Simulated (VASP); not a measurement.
# Zn (Fm-3m) in VASP: notebook

Runs on Zn. Level: LDA. Tasks: single point, relaxation of cell and atoms.

All numbers are computed with VASP 6.6.1; they aren't measurements. Logs are shortened: lines on timing, memory, paths and dates and some standing lists are left out, and cuts for length are marked.

### Step 1. The cell of the first run

It takes space group Fm-3m (No. 225, cubic). Conventional cell: a = 3.781 Å, b = 3.781 Å, c = 3.781 Å, α = 90.00°, β = 90.00°, γ = 90.00°. Zn (site symmetry m-3m) has 12 Zn at 2.67 Å within 3.5 Å.

### Step 2. Single point, LDA

The input, INCAR:

```
PREC = Accurate ; ENCUT = 520
EDIFF = 1E-6 ; ISMEAR = -1
SIGMA = 0.05 ; LREAL = False
LASPH = True ; NELM = 100
ALGO = Normal ; ISIF = 2
LWAVE = False ; LCHARG = False
GGA = CA ; NBANDS = 12
```

The input, KPOINTS:

```
regular mesh
0
Gamma
  18 18 18
```

The input, POSCAR:

```
Zn
1.0
    0.0000000000      1.8905715648      1.8905715648
    1.8905715648      0.0000000000      1.8905715648
    1.8905715648      1.8905715648      0.0000000000
Zn
1
Direct
    0.0000000000      0.0000000000      0.0000000000
```

Potentials or basis: VASP PAW LDA potentials, release 64 (Zn).

Started as:

```console
> cat potpaw_LDA.64/Zn/POTCAR > POTCAR
> mpirun -np 1 vasp_std > vasp.out
```

OUTCAR:

```text
PREC = Accurate
   ENCUT = 520
   EDIFF = 1E-6
   ISMEAR = -1
   LREAL = False
   LASPH = True
   NELM = 100
   ISIF = 2
   GGA = CA

 ion  position               nearest neighbor table
   1  0.000  0.000  0.000-

  LATTYP: Found a face centered cubic cell.
 ALAT       =     3.7811431296

  Lattice vectors:

 A1 = (   0.0000000000,   1.8905715648,   1.8905715648)
 A2 = (   1.8905715648,   0.0000000000,   1.8905715648)
 A3 = (   1.8905715648,   1.8905715648,   0.0000000000)

Analysis of symmetry for initial positions (statically):
=====================================================================
 Subroutine PRICEL returns:
 Original cell was already a primitive cell.

 Routine SETGRP: Setting up the symmetry group for a
 face centered cubic supercell.

 Subroutine GETGRP returns: Found 48 space group operations
 (whereof 48 operations were pure point group operations)
 out of a pool of 48 trial point group operations.

The static configuration has the point symmetry O_h .

Analysis of symmetry for dynamics (positions and initial velocities):
=====================================================================
 Subroutine PRICEL returns:
 Original cell was already a primitive cell.

 Routine SETGRP: Setting up the symmetry group for a
 face centered cubic supercell.

 Subroutine GETGRP returns: Found 48 space group operations
 (whereof 48 operations were pure point group operations)
 out of a pool of 48 trial point group operations.

The dynamic configuration has the point symmetry O_h .

 Subroutine INISYM returns: Found 48 space group operations
 (whereof 48 operations are pure point group operations),
 and found     1 'primitive' translations

----------------------------------------------------------------------------------------

                                     Primitive cell

  volume of cell :      13.5148

  direct lattice vectors                    reciprocal lattice vectors
     0.000000000  1.890571565  1.890571565    -0.264470285  0.264470285  0.264470285
     1.890571565  0.000000000  1.890571565     0.264470285 -0.264470285  0.264470285
     1.890571565  1.890571565  0.000000000     0.264470285  0.264470285 -0.264470285

  length of vectors
     2.673671948  2.673671948  2.673671948     0.458075970  0.458075970  0.458075970

  position of ions in fractional coordinates (direct lattice)
     0.000000000  0.000000000  0.000000000

  ion indices of the primitive-cell ions
   primitive index   ion index
                 1           1

----------------------------------------------------------------------------------------

 KPOINTS: regular mesh

Automatic generation of k-mesh.
 Grid dimensions read from file:
 generate k-points for:   18   18   18

 Generating k-lattice:

  Cartesian coordinates                     Fractional coordinates (reciprocal lattice)
    -0.014692794  0.014692794  0.014692794     0.055555556  0.000000000  0.000000000
     0.014692794 -0.014692794  0.014692794     0.000000000  0.055555556  0.000000000
     0.014692794  0.014692794 -0.014692794     0.000000000  0.000000000  0.055555556

  Length of vectors
     0.025448665  0.025448665  0.025448665

  Shift w.r.t. Gamma in fractional coordinates (k-lattice)
     0.000000000  0.000000000  0.000000000

 Subroutine IBZKPT returns following result:
 ===========================================

 Found    195 irreducible k-points:

 Following reciprocal coordinates:
            Coordinates               Weight
  0.000000  0.000000  0.000000      1.000000
  0.055556  0.000000  0.000000      8.000000
  0.111111  0.000000  0.000000      8.000000
  0.166667  0.000000  0.000000      8.000000
  0.222222  0.000000  0.000000      8.000000
  0.277778  0.000000  0.000000      8.000000
[... 16 lines left out ...]
 -0.277778  0.055556  0.000000     24.000000
 -0.222222  0.055556  0.000000     24.000000
 [... further k-points ...]
   k-points           NKPTS =    195   k-points in BZ     NKDIM =    195   number of bands    NBANDS=     12
   number of dos      NEDOS =    301   number of ions     NIONS =      1
   total plane-waves  NPLWV =   8000
   dimension x,y,z NGX =    20 NGY =   20 NGZ =   20
   dimension x,y,z NGXF=    40 NGYF=   40 NGZF=   40
   ions per type =               1
   NGX,Y,Z   is equivalent  to a cutoff of  12.44, 12.44, 12.44 a.u.
   NGXF,Y,Z  is equivalent  to a cutoff of  24.87, 24.87, 24.87 a.u.
 SYSTEM =  unknown system
   PREC   = accura    normal or accurate (medium, high low for compatibility)
   ISTART =      0    job   : 0-new  1-cont  2-samecut
   ICHARG =      2    charge: 1-file 2-atom 10-const
   ISPIN  =      1    spin polarized calculation?
   LNONCOLLINEAR =      F non collinear calculations
   LSORBIT =      F    spin-orbit coupling
   LASPH  =      T    aspherical Exc in radial PAW
   ENCUT  =  520.0 eV  38.22 Ry    6.18 a.u.   4.97  4.97  4.97*2*pi/ulx,y,z
   NELM   =    100;   NELMIN=  2; NELMDL= -5     # of ELM steps
   EDIFF  = 0.1E-05   stopping-criterion for ELM
   LREAL  =      F    real-space projection
   EDIFFG = 0.1E-04   stopping-criterion for IOM
   NSW    =      0    number of steps for IOM
   IBRION =     -1    ionic relax: 0-MD 1-quasi-New 2-CG
   NFREE  =      0    steps in history (QN), initial steepest desc. (CG)
   ISIF   =      2    stress and relaxation
   ISYM   =      2    0-nonsym 1-usesym 2-fastsym
   POTIM  = 0.5000    time-step for ionic-motion
   TEBEG  =    0.0;   TEEND  =   0.0 temperature during run
   PSTRESS=    0.0 pullay stress
   NELECT =      12.0000    total number of electrons
   NUPDOWN=      -1.0000    fix difference up-down
   EMIN   =  10.00;   EMAX   =-10.00  energy-range for DOS
   EFERMI =   0.00;   METHOD = LEGACY
   ISMEAR =    -1;   SIGMA  =   0.05  broadening in eV -4-tet -1-fermi 0-gaus
   EFERMI_NEDOS =   21; number of points for ismear=-14 and -15
   IALGO  =     38    algorithm
   IMIX   =      4    mixing-type and parameters
     AMIX     =   0.40;   BMIX     =  1.00
     AMIX_MAG =   1.60;   BMIX_MAG =  1.00
  volume/ion in A,a.u.               =      13.51        91.20
  Fermi-wavevector in a.u.,A,eV,Ry     =   1.573495  2.973475 33.686495  2.475888
  Thomas-Fermi vector in A             =   2.674771
   LORBIT       =      0    0 simple, 1 ext, 2 COOP (PROOUT), +10 PAW based schemes
   GGA     = CA    functional components
   LHFCALC =     F    Hartree Fock is set to
   AEXX    =    0.0000 exact exchange contribution
   IVDW    =     0    specifies the selected vdW correction
   LEPSILON=     F    determine dielectric tensor
   LRPA    =     F    only Hartree local field effects (RPA)
 non-spin polarized calculation
  energy-cutoff  :      520.00
  volume of cell :       13.51
 maximum number of plane-waves:       375
   NGX =  9   NGY =  9   NGZ =  9

 number of electron      12.0000012 magnetization

 Free energy of the ion-electron system (eV)
  ---------------------------------------------------
  ext. energy  EPLUGINS =         0.00000000
  ---------------------------------------------------
  free energy    TOTEN  =        -1.84883895 eV

  energy without entropy =       -1.84625620  energy(sigma->0) =       -1.84754758

 E-fermi :   3.6795     XC(G=0): -12.5400

 val. band max:        3.6759251187   @ k =  -0.4444   0.2222   0.0000
 cond. band min:       3.8746010590   @ k =   0.5000   0.1111   0.0556
 fundamental gap:      0.1986759404
 Fermi energy:         3.6795094203

 k-point     1 :       0.0000    0.0000    0.0000
  band No.  band energies     occupation
      1      -7.5875      2.00000
      2      -4.2994      2.00000
      3      -4.2994      2.00000
      4      -4.2994      2.00000
      5      -3.8237      2.00000
      6      -3.8237      2.00000
      7      23.5128      0.00000
      8      23.5128      0.00000
      9      23.5128      0.00000
     10      23.6471      0.00000
     11      26.3070      0.00000
     12      26.3070      0.00000

 k-point     2 :       0.0556    0.0000    0.0000
  band No.  band energies     occupation
      1      -7.4864      2.00000
      2      -4.3097      2.00000
      3      -4.2862      2.00000
      4      -4.2862      2.00000
      5      -3.8278      2.00000
      6      -3.8278      2.00000
      7      21.5271      0.00000
      8      23.1583      0.00000
      9      23.1583      0.00000
     10      23.5854      0.00000
     11      26.8338      0.00000
     12      26.8338      0.00000

 k-point     3 :       0.1111    0.0000    0.0000
  band No.  band energies     occupation
      1      -7.1875      2.00000
      2      -4.3341      2.00000
      3      -4.2518      2.00000
      4      -4.2518      2.00000
      5      -3.8353      2.00000
      6      -3.8353      2.00000
      7      18.6154      0.00000
      8      22.4851      0.00000
      9      22.4851      0.00000
     10      23.5035      0.00000
     11      28.0219      0.00000
     12      28.0219      0.00000
[... 286 lines left out ...]
 k-point    23 :      -0.2778    0.0556    0.0000
  band No.  band energies     occupation
      1      -5.3817      2.00000
      2      -4.2336      2.00000
      3      -4.2026      2.00000
      4      -3.9484      2.00000
      5      -3.7506      2.00000
      6      -3.4203      2.00000
      7       9.5952      0.00000
      8      18.5252      0.00000
      9      21.9618      0.00000
     10      23.1494      0.00000
     11      25.1867      0.00000
     12      26.4689      0.00000

 k-point    24 :      -0.2222    0.0556    0.0000
  band No.  band energies     occupation
      1      -5.8313      2.00000
      2      -4.3049      2.00000
      3      -4.1791      2.00000
      4      -4.1703      2.00000
      5      -3.8362      2.00000
      6      -3.6615      2.00000
      7      12.1547      0.00000
      8      18.8114      0.00000
      9      22.5901      0.00000
     10      23.6873      0.00000
     11      26.1722      0.00000
     12      26.9168      0.00000

 [... further k-points ...]
[... 5 lines left out ...]
  --------------------------------------------------------------------------------------
  -------------------------------------------------------------------------------------
  Total        0.0617783      0.0617783      0.0617783     -0.0000000     -0.0000000     -0.0000000
  in kB        7.3238089      7.3238089      7.3238089     -0.0000000     -0.0000000     -0.0000000
  external PRESSURE =       7.3238089 kB  Pullay stress =       0.0000000 kB

 VOLUME and BASIS-vectors are now :
 -----------------------------------------------------------------------------
  energy-cutoff  :      520.00
  volume of cell :       13.51
      direct lattice vectors                 reciprocal lattice vectors
     0.000000000  1.890571565  1.890571565    -0.264470285  0.264470285  0.264470285
     1.890571565  0.000000000  1.890571565     0.264470285 -0.264470285  0.264470285
     1.890571565  1.890571565  0.000000000     0.264470285  0.264470285 -0.264470285

 POSITION                                       TOTAL-FORCE (eV/Angst)
 -----------------------------------------------------------------------------------
      0.00000      0.00000      0.00000         0.000000      0.000000      0.000000
 -----------------------------------------------------------------------------------
    total drift:                                0.000000      0.000000      0.000000

  FREE ENERGIE OF THE ION-ELECTRON SYSTEM (eV)
  ---------------------------------------------------
  free  energy   TOTEN  =        -1.8488389549 eV

  energy  without entropy=       -1.8462562002  energy(sigma->0) =       -1.84754758
```

It took 8.4 s on 1 thread of Intel Xeon 6975P-C (Granite Rapids), shared host; peak memory 0.13 GiB.

Results:

| Property | Result |
| --- | --- |
| Free energy | -1.8488 eV |
| Pressure | 0.7 GPa |
| Band gap on the k mesh | zero (band 6 reaches 5.50 eV, above the bottom of band 7 at 2.51 eV) |

### Step 3. Relaxation of cell and atoms, LDA

This run uses another cell than the first one, of 15.17 Å³/atom, 1.122 times its volume.

The input, INCAR:

```
PREC = Accurate
ENCUT = 600
EDIFF = 1E-6
ISMEAR = -1
SIGMA = 0.05
LREAL = F
LASPH = T
NELM = 100
ALGO = Normal
ISIF = 3
LWAVE = F
LCHARG = F
GGA = CA
IBRION = 2
NSW = 80
EDIFFG = -0.03
```

KPOINTS is that of step 2.

The input, POSCAR:

```
Zn
1.0
    0.0000000000      1.9647760000      1.9647760000
    1.9647760000      0.0000000000      1.9647760000
    1.9647760000      1.9647760000      0.0000000000
Zn
1
Direct
    0.0000000000      0.0000000000      0.0000000000
```

Potentials or basis: VASP PAW LDA potentials, release 64 (Zn).

Started as:

```console
> cat potpaw_LDA.64/Zn/POTCAR > POTCAR
> mpirun -np 1 vasp_std > vasp.out
```

OUTCAR:

```text
PREC = Accurate
   ENCUT = 600
   EDIFF = 1E-6
   ISMEAR = -1
   LREAL = F
   LASPH = T
   NELM = 100
   ISIF = 3
   GGA = CA
   IBRION = 2
   NSW = 80
   EDIFFG = -0.03

 ion  position               nearest neighbor table
   1  0.000  0.000  0.000-

  LATTYP: Found a face centered cubic cell.
 ALAT       =     3.9295520000

  Lattice vectors:

 A1 = (   0.0000000000,   1.9647760000,   1.9647760000)
 A2 = (   1.9647760000,   0.0000000000,   1.9647760000)
 A3 = (   1.9647760000,   1.9647760000,   0.0000000000)

Analysis of symmetry for initial positions (statically):
=====================================================================
 Subroutine PRICEL returns:
 Original cell was already a primitive cell.

 Routine SETGRP: Setting up the symmetry group for a
 face centered cubic supercell.

 Subroutine GETGRP returns: Found 48 space group operations
 (whereof 48 operations were pure point group operations)
 out of a pool of 48 trial point group operations.

The static configuration has the point symmetry O_h .

Analysis of symmetry for dynamics (positions and initial velocities):
=====================================================================
 Subroutine PRICEL returns:
 Original cell was already a primitive cell.

 Routine SETGRP: Setting up the symmetry group for a
 face centered cubic supercell.

 Subroutine GETGRP returns: Found 48 space group operations
 (whereof 48 operations were pure point group operations)
 out of a pool of 48 trial point group operations.

The dynamic configuration has the point symmetry O_h .

 Subroutine INISYM returns: Found 48 space group operations
 (whereof 48 operations are pure point group operations),
 and found     1 'primitive' translations

----------------------------------------------------------------------------------------
[... 165 lines left out ...]
    total drift:                               -0.000000      0.000000      0.000000

  FREE ENERGIE OF THE ION-ELECTRON SYSTEM (eV)
  ---------------------------------------------------
  free  energy   TOTEN  =        -1.8051494666 eV

  energy  without entropy=       -1.8027850950  energy(sigma->0) =       -1.80396728

--------------------------------------- Ionic step        2  -------------------------------------------

 number of electron      12.0000000 magnetization

 Free energy of the ion-electron system (eV)
  ---------------------------------------------------
  ext. energy  EPLUGINS =         0.00000000
  ---------------------------------------------------
  free energy    TOTEN  =        -1.84955853 eV

  energy without entropy =       -1.84695841  energy(sigma->0) =       -1.84825847

 E-fermi :   3.6485     XC(G=0): -12.5203

 val. band max:        3.6421311770   @ k =  -0.4444   0.2222   0.0000
 cond. band min:       3.8406993486   @ k =   0.5000   0.1111   0.0556
 fundamental gap:      0.1985681716
 Fermi energy:         3.6485365349

 k-point     1 :       0.0000    0.0000    0.0000
  band No.  band energies     occupation
      1      -7.5855      2.00000
      2      -4.3175      2.00000
      3      -4.3175      2.00000
      4      -4.3175      2.00000
      5      -3.8450      2.00000
      6      -3.8450      2.00000
      7      23.4317      0.00000
      8      23.4317      0.00000
      9      23.4317      0.00000
     10      23.5917      0.00000
[... 287 lines left out ...]
 k-point    24 :      -0.2222    0.0556    0.0000
  band No.  band energies     occupation
      1      -5.8346      2.00000
      2      -4.3217      2.00000
      3      -4.1979      2.00000
      4      -4.1886      2.00000
      5      -3.8572      2.00000
      6      -3.6832      2.00000
      7      12.1050      0.00000
      8      18.7456      0.00000
      9      22.5092      0.00000
     10      23.6237      0.00000

 [... further k-points ...]

------------------------ aborting loop because EDIFF is reached ----------------------------------------

  FORCE on cell =-STRESS in cart. coord.  units (eV):
  Direction    XX          YY          ZZ          XY          YZ          ZX
  --------------------------------------------------------------------------------------
  -------------------------------------------------------------------------------------
  Total        0.0023355      0.0023355      0.0023355      0.0000000      0.0000000      0.0000000
  in kB        0.2759008      0.2759008      0.2759008      0.0000000      0.0000000      0.0000000
  external PRESSURE =       0.2759008 kB  Pullay stress =       0.0000000 kB

 VOLUME and BASIS-vectors are now :
 -----------------------------------------------------------------------------
  energy-cutoff  :      600.00
  volume of cell :       13.56
      direct lattice vectors                 reciprocal lattice vectors
     0.000000000  1.892788711  1.892788711    -0.264160494  0.264160494  0.264160494
     1.892788711  0.000000000  1.892788711     0.264160494 -0.264160494  0.264160494
     1.892788711  1.892788711 -0.000000000     0.264160494  0.264160494 -0.264160494

 POSITION                                       TOTAL-FORCE (eV/Angst)
 -----------------------------------------------------------------------------------
      0.00000      0.00000      0.00000        -0.000000      0.000000     -0.000000
 -----------------------------------------------------------------------------------
    total drift:                               -0.000000      0.000000     -0.000000

  FREE ENERGIE OF THE ION-ELECTRON SYSTEM (eV)
  ---------------------------------------------------
  free  energy   TOTEN  =        -1.8495585289 eV

  energy  without entropy=       -1.8469584076  energy(sigma->0) =       -1.84825847

 reached required accuracy - stopping structural energy minimisation
```

OSZICAR:

```text
N       E                     dE             d eps       ncg     rms          rms(c)
DAV:   1     0.369398489200E+02    0.36940E+02   -0.75496E+03  3948   0.210E+03
DAV:   2    -0.118071553718E+01   -0.38121E+02   -0.36371E+02  3992   0.215E+02
DAV:   3    -0.192435913021E+01   -0.74364E+00   -0.74280E+00  4446   0.331E+01
[... 12 lines left out ...]
DAV:   4    -0.185471957069E+01    0.85963E-01   -0.38440E-02  4106   0.309E+00    0.600E-01
DAV:   5    -0.184948113008E+01    0.52384E-02   -0.17584E-02  4428   0.298E+00    0.634E-02
DAV:   6    -0.184956293355E+01   -0.81803E-04   -0.28951E-04  4628   0.223E-01    0.191E-02
DAV:   7    -0.184955850924E+01    0.44243E-05   -0.66493E-05  4144   0.173E-01    0.330E-03
DAV:   8    -0.184955852890E+01   -0.19661E-07   -0.20639E-07  2444   0.561E-03
   2 F= -.18495585E+01 E0= -.18482585E+01  d E =-.444091E-01
```

It took 14 s on 1 thread of Intel Xeon 6975P-C (Granite Rapids), shared host; peak memory 0.16 GiB.

Results:

```
Free energy                            : -1.8496 eV
Relaxed volume                         : 13.56 Å³/atom
Relaxed cell                           : a = 2.677 Å, b = 2.677 Å, c = 2.677 Å, α = 60.00°, β = 60.00°, γ = 60.00°
Space group after relaxing (to 0.05 Å) : Fm-3m (No. 225)
Energy gained by relaxing              : 44.4 meV/atom
Ionic steps                            : 2
Pressure after relaxing                : 0.0 GPa
Band gap on the k mesh                 : zero (band 6 reaches 5.47 eV, above the bottom of band 7 at 2.47 eV)
```

The path:
```csv
step,energy change (eV),largest force (eV/Å),pressure (GPa),volume (Å³)
1,0.0000,0.0000,-8.02,15.17
2,-0.0444,0.0000,0.03,13.56
```

Final structure:
```cif
data_structure
_symmetry_space_group_name_H-M 'P 1'
_symmetry_Int_Tables_number 1
_cell_length_a 2.6768
_cell_length_b 2.6768
_cell_length_c 2.6768
_cell_angle_alpha 60.000
_cell_angle_beta 60.000
_cell_angle_gamma 60.000
_cell_volume 13.56
loop_
_atom_site_label
_atom_site_type_symbol
_atom_site_fract_x
_atom_site_fract_y
_atom_site_fract_z
_atom_site_occupancy
Zn1 Zn 0.00000 0.00000 0.00000 1
```

Levels at points of the mesh, in eV from the Fermi level:
```tsv
k point	band 2	band 3	band 4	band 5	band 6	band 7	band 8	band 9	band 10
(0.00, 0.00, 0.00)	-7.97	-7.97	-7.97	-7.49	-7.49	19.78	19.78	19.78	19.94
(0.50, 0.00, 0.00)	-7.97	-7.97	-7.15	-7.15	-3.31	-1.18	16.51	16.51	18.41
(0.50, 0.50, 0.00)	-8.72	-7.16	-7.06	-7.06	-1.24	2.18	8.99	8.99	13.00
```
